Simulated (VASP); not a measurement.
# HfO2 (Fm-3m) in VASP: a series of runs, part 2 of 2

VASP 6.6.1. Earlier steps stand in the parts before.

## 4. Single point, PBE

This run uses another cell than the first one, of 11.26 Å³/atom.

The input, INCAR:

```
SYSTEM = HfO2
ALGO = Normal
EDIFF = 1E-6
ENCUT = 600
GGA = PE
GGA_COMPAT = .False.
ISIF = 2
ISMEAR = 0
LASPH = .True.
LCHARG = .True.
LELF = .True.
LREAL = .False.
LVHAR = .True.
LWAVE = .False.
NBANDS = 18
NELM = 120
PREC = Accurate
SIGMA = 0.05
```

The input, KPOINTS:

```
k-points
0
Gamma
  12 12 12
  0 0 0
```

The input, POSCAR:

```
HfO2
1.0
    0.0000000000      2.5659976206      2.5659976206
    2.5659976206      0.0000000000      2.5659976206
    2.5659976206      2.5659976206      0.0000000000
Hf O
1 2
Direct
    0.0000000000      0.0000000000      0.0000000000
    0.2500000000      0.2500000000      0.2500000000
    0.7500000000      0.7500000000      0.7500000000
```

Potentials or basis: VASP PAW PBE potentials, release 64 (Hf_pv, O).

Command:

```
> cat potpaw_PBE.64/Hf_pv/POTCAR potpaw_PBE.64/O/POTCAR > POTCAR
> mpirun -np 1 vasp_std > vasp.out
```

OUTCAR:

```text
SYSTEM = HfO2
   EDIFF = 1E-6
   ENCUT = 600
   GGA = PE
   ISIF = 2
   ISMEAR = 0
   LASPH = .True.
   LREAL = .False.
   NELM = 120
   PREC = Accurate

 ion  position               nearest neighbor table
   1  0.000  0.000  0.000-   3 2.22   3 2.22   3 2.22   2 2.22   3 2.22   2 2.22   2 2.22   2 2.22

   2  0.250  0.250  0.250-   1 2.22   1 2.22   1 2.22   1 2.22
   3  0.750  0.750  0.750-   1 2.22   1 2.22   1 2.22   1 2.22

  LATTYP: Found a face centered cubic cell.
 ALAT       =     5.1319952412

  Lattice vectors:

 A1 = (   0.0000000000,   2.5659976206,   2.5659976206)
 A2 = (   2.5659976206,   0.0000000000,   2.5659976206)
 A3 = (   2.5659976206,   2.5659976206,   0.0000000000)

Analysis of symmetry for initial positions (statically):
=====================================================================
 Subroutine PRICEL returns:
 Original cell was already a primitive cell.

 Routine SETGRP: Setting up the symmetry group for a
 face centered cubic supercell.

 Subroutine GETGRP returns: Found 48 space group operations
[... 166 lines left out ...]
  energy without entropy =      -30.22439116  energy(sigma->0) =      -30.22439116

 E-fermi :   4.2738     XC(G=0): -11.6445

 val. band max:        3.9695551212   @ k =   0.5000   0.5000   0.0000
 cond. band min:       7.6730370645   @ k =   0.5000   0.5000   0.0000
 fundamental gap:      3.7034819434
 Fermi energy:         4.2737914854

 k-point     1 :       0.0000    0.0000    0.0000
  band No.  band energies     occupation
      1     -25.8869      2.00000
      2     -25.8869      2.00000
      3     -25.8869      2.00000
      4     -14.5375      2.00000
      5     -11.6854      2.00000
      6      -1.1528      2.00000
[... 481 lines left out ...]
      5     -12.5008      2.00000
      6      -0.6363      2.00000
[... 10 lines left out ...]
     17      14.2120      0.00000
     18      16.2764      0.00000

 [... further k-points ...]

------------------------ aborting loop because EDIFF is reached ----------------------------------------

  FORCE on cell =-STRESS in cart. coord.  units (eV):
  Direction    XX          YY          ZZ          XY          YZ          ZX
  --------------------------------------------------------------------------------------
  -------------------------------------------------------------------------------------
  Total       -1.7770313     -1.7770313     -1.7770313      0.0000000      0.0000000     -0.0000000
  in kB      -84.2571796    -84.2571796    -84.2571796      0.0000000      0.0000000     -0.0000000
  external PRESSURE =     -84.2571796 kB  Pullay stress =       0.0000000 kB

 VOLUME and BASIS-vectors are now :
 -----------------------------------------------------------------------------
  energy-cutoff  :      600.00
  volume of cell :       33.79
      direct lattice vectors                 reciprocal lattice vectors
     0.000000000  2.565997621  2.565997621    -0.194855987  0.194855987  0.194855987
     2.565997621  0.000000000  2.565997621     0.194855987 -0.194855987  0.194855987
     2.565997621  2.565997621  0.000000000     0.194855987  0.194855987 -0.194855987

 POSITION                                       TOTAL-FORCE (eV/Angst)
 -----------------------------------------------------------------------------------
      0.00000      0.00000      0.00000         0.000000     -0.000000     -0.000000
      1.28300      1.28300      1.28300         0.000000      0.000000      0.000000
      3.84900      3.84900      3.84900        -0.000000      0.000000     -0.000000
 -----------------------------------------------------------------------------------
    total drift:                                0.000000     -0.000000      0.000000

  FREE ENERGIE OF THE ION-ELECTRON SYSTEM (eV)
  ---------------------------------------------------
  free  energy   TOTEN  =       -30.2243911582 eV

  energy  without entropy=      -30.2243911582  energy(sigma->0) =      -30.22439116
```

OSZICAR:

```text
N       E                     dE             d eps       ncg     rms          rms(c)
DAV:   1     0.102105305572E+03    0.10211E+03   -0.13683E+04  2592   0.135E+03
DAV:   2    -0.312752811662E+02   -0.13338E+03   -0.12954E+03  3322   0.305E+02
DAV:   3    -0.360433401799E+02   -0.47681E+01   -0.47481E+01  2990   0.501E+01
DAV:   4    -0.360722127387E+02   -0.28873E-01   -0.28863E-01  3216   0.435E+00
DAV:   5    -0.360723992398E+02   -0.18650E-03   -0.18650E-03  2908   0.326E-01    0.443E+01
DAV:   6    -0.303830027070E+02    0.56894E+01   -0.20861E+01  2648   0.321E+01    0.393E+01
DAV:   7    -0.302695068629E+02    0.11350E+00   -0.69730E-01  2944   0.688E+00    0.283E+01
DAV:   8    -0.302531012167E+02    0.16406E-01   -0.37334E-01  2784   0.549E+00    0.103E+01
DAV:   9    -0.302239703928E+02    0.29131E-01   -0.81856E-02  2726   0.246E+00    0.276E+00
DAV:  10    -0.302243484765E+02   -0.37808E-03   -0.36368E-03  2904   0.457E-01    0.129E-01
DAV:  11    -0.302243738436E+02   -0.25367E-04   -0.20602E-04  2948   0.117E-01    0.230E-01
DAV:  12    -0.302243901726E+02   -0.16329E-04   -0.44282E-05  2832   0.444E-02    0.130E-02
DAV:  13    -0.302243911582E+02   -0.98553E-06   -0.14217E-06  2852   0.886E-03
   1 F= -.30224391E+02 E0= -.30224391E+02  d E =-.408042E-20
```

Run time: 67 s. Hardware: 1 thread of Intel Xeon Platinum 8375C at 2.90GHz (Ice Lake), shared host; peak memory 0.2 GiB.

What came out:

| Item | Value |
| --- | --- |
| Free energy | -30.2244 eV |
| Pressure | -8.4 GPa |
| Band gap on the k mesh | 3.70 eV |

Caveat: the cell stands under tension; spin-orbit coupling is left out, which moves the levels of the heavy elements.

## 5. The runs side by side

```tsv
cell	gap on the mesh (eV)	pressure (GPa)
a = 3.590 Å, angles 60.0°, 3 atoms	3.79	-1.0
a = 3.605 Å, angles 60.0°, 3 atoms	3.76	-3.9
a = 3.629 Å, angles 60.0°, 3 atoms	3.70	-8.4
```

Alike in all rows: task single point; level PBE; potentials or basis VASP PAW PBE potentials, release 64 (Hf_pv, O); no spin polarisation; k mesh 12 × 12 × 12; cutoff (eV) 600; smearing gaussian 0.05 eV.

Caveats: spin-orbit coupling is left out, which moves the levels of the heavy elements; the cell stands under tension (at least some runs).

Absolute energies hang on the potentials; compare differences alone.
